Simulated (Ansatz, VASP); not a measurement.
**P: VASP beside Ansatz**

The input INCAR:

```
PREC = Accurate
ENCUT = 520
EDIFF = 1E-6
ISMEAR = -1
SIGMA = 0.02
LREAL = False
LASPH = True
NELM = 100
ALGO = Normal
ISIF = 2
LWAVE = False
LCHARG = True
GGA = CA
LELF = True
LVHAR = True
NBANDS = 18
```

The input KPOINTS:

```
regular mesh
0
Gamma
  8 8 6
```

File POSCAR:

```
P
1.0
    1.6518921853     -5.3432539616      0.0000000000
    1.6518921853      5.3432539616      0.0000000000
    0.0000000000      0.0000000000      4.4650360509
P
4
Direct
    0.9008923495      0.0991076505      0.0850440347
    0.5991076505      0.4008923495      0.5850440347
    0.0991076505      0.9008923495      0.9149559653
    0.4008923495      0.5991076505      0.4149559653
```

Input for Ansatz:

```yaml
crystal:
  lattice:
    - [1.6518921853, -5.3432539616, 0.0]
    - [1.6518921853, 5.3432539616, 0.0]
    - [0.0, 0.0, 4.4650360509]
  atoms:
    - { symbol: P, position: [0.9008923495, 0.0991076505, 0.0850440347] }
    - { symbol: P, position: [0.5991076505, 0.4008923495, 0.5850440347] }
    - { symbol: P, position: [0.0991076505, 0.9008923495, 0.9149559653] }
    - { symbol: P, position: [0.4008923495, 0.5991076505, 0.4149559653] }
kpoints:
  mp_grid: { grid: [8, 8, 6] }
  band_path:
    path:
      - [0.0, 0.0, 0.0]
      - [-0.5, 0.5, 0.0]
      - [-0.2738941603, 0.7261058397, 0.0]
      - [0.2738941603, 0.2738941603, 0.0]
      - [0.0, 0.0, 0.5]
      - [0.2738941603, 0.2738941603, 0.5]
      - [-0.2738941603, 0.7261058397, 0.5]
      - [-0.5, 0.5, 0.5]
      - [0.0, 0.5, 0.0]
      - [-0.45, 0.45, 0.0]
      - [-0.4547788321, 0.5452211679, 0.0]
    npoints: 1
hamiltonian:
  xc: lda
scf:
  occupations: { method: fermi_dirac, width: 0.02 }
  n_extra_bands: 5
output:
  forces: true
  stress: true
  eigenvalues: true
```

Alike in both runs: task single point; functional LDA; k mesh 8 × 8 × 6; occupations fermi-dirac, width 0.02 eV; no spin polarisation.

|  | VASP | Ansatz |
| --- | --- | --- |
| version | VASP 6.6.1 | Ansatz 0.2.0 |
| potentials or method | VASP PAW LDA potentials, release 64 (P) | plane waves, PAW |
| plane-wave cutoff (eV) | 520 | 420 |
| valence electrons in the cell | 20 | 20 |

Ansatz gave:

- pressure (GPa): -2.3
- traceless stress, the component that is largest in VASP (GPa): -0.56
- rms of the force components (eV/Å): 0.060

Problem. Which values does VASP return?

Solution. Pressure (GPa): -2.6; traceless stress, the component that is largest in VASP (GPa): -0.54; rms of the force components (eV/Å): 0.043.

LDA's correlation is that of Perdew and Zunger in VASP and of Perdew and Wang (1992) in Ansatz. Atom by atom the forces differ by 0.025 eV/Å (rms over components).
